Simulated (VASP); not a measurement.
Write the native input for VASP 6.6.1 that does the following.

| Property | Result |
| --- | --- |
| Task | single point |
| Functional | PBE |
| Potentials or basis | VASP PAW PBE potentials, release 64 (Ga_d, P) |
| Cutoff | 500 eV |
| k mesh | 4 × 4 × 4 |
| Occupations | gaussian, width 0.01 eV |
| Spin | no spin polarisation |
| Dipole correction | no |
| Further INCAR settings | ALGO = Normal; EDIFF = 1e-06; NBANDS = 16 |

The structure of GaP (m.bgw) lies in POSCAR:

```
GaP
1.0
    0.0000000000      2.7530176874      2.7530176874
    2.7530176874      0.0000000000      2.7530176874
    2.7530176874      2.7530176874      0.0000000000
Ga P
1 1
Direct
    0.0000000000      0.0000000000      0.0000000000
    0.2500000000      0.2500000000      0.2500000000
```

The input as run:

INCAR

```
  PREC = Accurate
  ENCUT = 500
  EDIFF = 1E-6
  ISMEAR = 0
  SIGMA = 0.01
  LREAL = F
  LASPH = T
  NELM = 120
  ALGO = Normal
  ISIF = 2
  LWAVE = F
  LCHARG = F
  GGA = PE
  NBANDS = 16
  GGA_COMPAT = F
```

KPOINTS

```
Automatic mesh
0
Gamma
  4 4 4
```

Potentials or basis: VASP PAW PBE potentials, release 64 (Ga_d, P).

Run with:

```console
$ cat potpaw_PBE.64/Ga_d/POTCAR potpaw_PBE.64/P/POTCAR > POTCAR
$ mpirun -np 1 vasp_std > vasp.out
```

Results of the run:

```yaml
Pressure: 0.3 GPa
Band_gap_on_the_k_mesh: 1.56 eV, indirect (the least direct gap lies 4.0 meV higher)
```

Caveat: the k points lie up to 0.49 Å⁻¹ apart.

Run time: 4.2 s on 1 thread of Intel(R) Xeon(R) 6975P-C (Granite Rapids), with other jobs on the host, peak memory 0.15 GiB.
